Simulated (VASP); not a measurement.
# Cr (Fm-3m) in VASP: relaxation of cell and atoms with r2SCAN

Aim: the relaxation of cell and atoms of Cr with r2SCAN.

All numbers are computed with VASP 6.6.1; they aren't measurements. Logs are shortened: lines on timing, memory, paths and dates and some standing lists are left out, and cuts for length are marked.

## 1. The cell of the first run

It takes space group Fm-3m (No. 225, cubic). Conventional cell: a = 3.605 Å, b = 3.605 Å, c = 3.605 Å, α = 90.00°, β = 90.00°, γ = 90.00°. Within 3.4 Å of Cr (site symmetry m-3m) lie 12 Cr at 2.55 Å.

This isn't the form of Cr at room conditions, which is bcc.

## 2. Relaxation of cell and atoms, r2SCAN, collinear spin, ferromagnetic start

POSCAR reads:

```
Cr
1.0
    0.0000000000      1.8026297405      1.8026297405
    1.8026297405      0.0000000000      1.8026297405
    1.8026297405      1.8026297405      0.0000000000
Cr
1
Direct
    0.0000000000      0.0000000000      0.0000000000
```

INCAR.step1 reads:

```
ALGO = Normal
EDIFF = 1E-4
ENCUT = 600
GGA = PE
ISMEAR = 0
ISPIN = 2
KPAR = 4
LASPH = T
LCHARG = F
LMAXMIX = 4
LREAL = F
LWAVE = T
MAGMOM = 0.45
NELM = 150
PREC = Accurate
SIGMA = 0.1
```

INCAR.step2 reads:

```
ALGO = Normal
EDIFF = 1E-6
EDIFFG = -0.01
ENCUT = 600
IBRION = 2
ISIF = 3
ISMEAR = 0
ISPIN = 2
ISTART = 1
KPAR = 4
LASPH = T
LCHARG = F
LMAXMIX = 4
LMIXTAU = T
LORBIT = 11
LREAL = F
LWAVE = F
MAGMOM = 0.45
METAGGA = R2SCAN
NELM = 150
NSW = 100
PREC = Accurate
SIGMA = 0.1
```

KPOINTS reads:

```
k-points
0
Gamma
  26 26 26
```

Potentials or basis: VASP PAW PBE potentials, release 64 (Cr_pv).

Command:

```sh
$ cat potpaw_PBE.64/Cr_pv/POTCAR > POTCAR
$ cp INCAR.step1 INCAR
$ mpirun -np 4 vasp_std > vasp.out
$ cp INCAR.step2 INCAR
$ mpirun -np 4 vasp_std > vasp.out
```

OUTCAR:

```text
EDIFF = 1E-6
   EDIFFG = -0.01
   ENCUT = 600
   IBRION = 2
   ISIF = 3
   ISMEAR = 0
   ISPIN = 2
   ISTART = 1
   LASPH = T
   LORBIT = 11
   LREAL = F
   METAGGA = R2SCAN
   NELM = 150
   NSW = 100
   PREC = Accurate

 ion  position               nearest neighbor table
   1  0.000  0.000  0.000-

  LATTYP: Found a face centered cubic cell.
 ALAT       =     3.6052594810

  Lattice vectors:

 A1 = (   0.0000000000,   1.8026297405,   1.8026297405)
 A2 = (   1.8026297405,   0.0000000000,   1.8026297405)
 A3 = (   1.8026297405,   1.8026297405,   0.0000000000)

Analysis of symmetry for initial positions (statically):
=====================================================================
 Subroutine PRICEL returns:
 Original cell was already a primitive cell.

 Routine SETGRP: Setting up the symmetry group for a
 face centered cubic supercell.

 Subroutine GETGRP returns: Found 48 space group operations
 (whereof 48 operations were pure point group operations)
 out of a pool of 48 trial point group operations.

The static configuration has the point symmetry O_h .

Analysis of symmetry for dynamics (positions and initial velocities):
=====================================================================
 Subroutine PRICEL returns:
 Original cell was already a primitive cell.

 Routine SETGRP: Setting up the symmetry group for a
 face centered cubic supercell.

 Subroutine GETGRP returns: Found 48 space group operations
 (whereof 48 operations were pure point group operations)
 out of a pool of 48 trial point group operations.

The dynamic configuration has the point symmetry O_h .

Analysis of structural, dynamic, and magnetic symmetry:
=====================================================================
 Subroutine PRICEL returns:
 Original cell was already a primitive cell.

 Routine SETGRP: Setting up the symmetry group for a
 face centered cubic supercell.

 Subroutine GETGRP returns: Found 48 space group operations
 (whereof 48 operations were pure point group operations)
 out of a pool of 48 trial point group operations.

The overall configuration has the point symmetry O_h .

 Subroutine INISYM returns: Found 48 space group operations
 (whereof 48 operations are pure point group operations),
 and found     1 'primitive' translations

----------------------------------------------------------------------------------------

                                     Primitive cell

  volume of cell :      11.7152

  direct lattice vectors                    reciprocal lattice vectors
[... 106 lines left out ...]
  volume/ion in A,a.u.               =      11.72        79.06
  Fermi-wavevector in a.u.,A,eV,Ry     =   1.650259  3.118537 37.053481  2.723354
  Thomas-Fermi vector in A             =   2.739239
   LORBIT       =     11    0 simple, 1 ext, 2 COOP (PROOUT), +10 PAW based schemes
   METAGGA = R2SCAN    functional components
   LHFCALC =     F    Hartree Fock is set to
   AEXX    =    0.0000 exact exchange contribution
   IVDW    =     0    specifies the selected vdW correction
   LEPSILON=     F    determine dielectric tensor
   LRPA    =     F    only Hartree local field effects (RPA)
 conjugate gradient relaxation of ions
 spin polarized calculation
 Gauss-broadening in eV      SIGMA  =   0.10
  energy-cutoff  :      600.00
  volume of cell :       11.72
 maximum number of plane-waves:       399
   NGX = 11   NGY = 11   NGZ = 11

--------------------------------------- Ionic step        1  -------------------------------------------

 number of electron      12.0000010 magnetization       0.0057272

 Free energy of the ion-electron system (eV)
  ---------------------------------------------------
  ext. energy  EPLUGINS =         0.00000000
  ---------------------------------------------------
  free energy    TOTEN  =       -14.35512610 eV

  energy without entropy =      -14.34660968  energy(sigma->0) =      -14.35086789

------------------------ aborting loop because EDIFF is reached ----------------------------------------

  FORCE on cell =-STRESS in cart. coord.  units (eV):
  Direction    XX          YY          ZZ          XY          YZ          ZX
  --------------------------------------------------------------------------------------
  -------------------------------------------------------------------------------------
  Total       -0.0964215     -0.0964215     -0.0964215      0.0000000      0.0000000      0.0000000
  in kB      -13.1866671    -13.1866671    -13.1866671      0.0000000      0.0000000      0.0000000
  external PRESSURE =     -13.1866671 kB  Pullay stress =       0.0000000 kB
[... 57 lines left out ...]
--------------------------------------- Ionic step        3  -------------------------------------------

 number of electron      12.0000009 magnetization       0.0028587

 Free energy of the ion-electron system (eV)
  ---------------------------------------------------
  ext. energy  EPLUGINS =         0.00000000
  ---------------------------------------------------
  free energy    TOTEN  =       -14.35538626 eV

  energy without entropy =      -14.34692981  energy(sigma->0) =      -14.35115804

 E-fermi :  10.5506     XC(G=0): -14.9062

 val. band max:       10.5486994691   @ k =   0.2308   0.1154   0.0000
 cond. band min:      10.5520272481   @ k =   0.4615   0.3462   0.0769
 fundamental gap:      0.0033277790
 Fermi energy:        10.5505541299

 spin component 1

 k-point     1 :       0.0000    0.0000    0.0000
  band No.  band energies     occupation
      1     -33.4134      1.00000
      2     -33.4134      1.00000
      3     -33.4134      1.00000
      4       2.4197      1.00000
      5      10.0655      1.00000
      6      10.0655      1.00000
      7      10.0655      1.00000
      8      12.1287      0.00000
      9      12.1287      0.00000
     10      14.0852      0.00000
[... 287 lines left out ...]
 k-point    24 :       0.3846    0.0385    0.0000
  band No.  band energies     occupation
      1     -34.2071      1.00000
      2     -33.5240      1.00000
      3     -33.5160      1.00000
      4       6.0990      1.00000
      5       9.8853      1.00000
      6      10.1590      1.00000
      7      10.2379      1.00000
      8      12.8559      0.00000
      9      12.9936      0.00000
     10      14.0574      0.00000

 [... further k-points ...]

 spin component 2

 k-point     1 :       0.0000    0.0000    0.0000
  band No.  band energies     occupation
      1     -33.4097      1.00000
      2     -33.4097      1.00000
      3     -33.4097      1.00000
      4       2.4201      1.00000
      5      10.0694      1.00000
      6      10.0694      1.00000
      7      10.0694      1.00000
      8      12.1320      0.00000
      9      12.1320      0.00000
     10      14.0906      0.00000
[... 327 lines left out ...]
  FREE ENERGIE OF THE ION-ELECTRON SYSTEM (eV)
  ---------------------------------------------------
  free  energy   TOTEN  =       -14.3553862587 eV

  energy  without entropy=      -14.3469298123  energy(sigma->0) =      -14.35115804

 reached required accuracy - stopping structural energy minimisation

 total charge

# of ion       s       p       d       tot
------------------------------------------
    1        0.705   6.403   4.175  11.284

 magnetization (x)

# of ion       s       p       d       tot
------------------------------------------
    1        0.000   0.000   0.003   0.003
```

Run time: 8.8 min. Hardware: 4 MPI ranks of Oxide Virtual Turin-like, shared host; peak memory 0.21 GiB.

Results:

- Free energy: -14.3554 eV
- Relaxed volume: 11.65 Å³/atom
- Relaxed cell: a = 2.545 Å, b = 2.545 Å, c = 2.545 Å, α = 60.00°, β = 60.00°, γ = 60.00°
- Space group after relaxing (to 0.1 Å): Fm-3m (No. 225)
- Energy gained by relaxing: 0.3 meV/atom
- Ionic steps: 3
- Pressure after relaxing: 0.0 GPa
- Band gap on the k mesh: zero (filled and empty bands overlap)
- Net moment: 0.00 μB per cell
- Valence electrons inside the program's atomic spheres: Cr 11.28

Step by step:
| step | energy change (eV) | largest force (eV/Å) | pressure (GPa) | volume (Å³) |
| --- | --- | --- | --- | --- |
| 1 | 0.0000 | 0.0000 | -1.32 | 11.72 |
| 2 | 0.0005 | 0.0000 | 2.30 | 11.55 |
| 3 | -0.0003 | 0.0000 | 0.05 | 11.65 |

Final structure:
```yaml
crystal:
  lattice:
    - [0.00000, 1.79945, 1.79945]
    - [1.79945, 0.00000, 1.79945]
    - [1.79945, 1.79945, 0.00000]
  atoms:
    - { symbol: Cr, position: [0.00000, 0.00000, 0.00000] }
```

Caveat: the PAW data sets were made with another functional, which shifts forces and pressure a little.
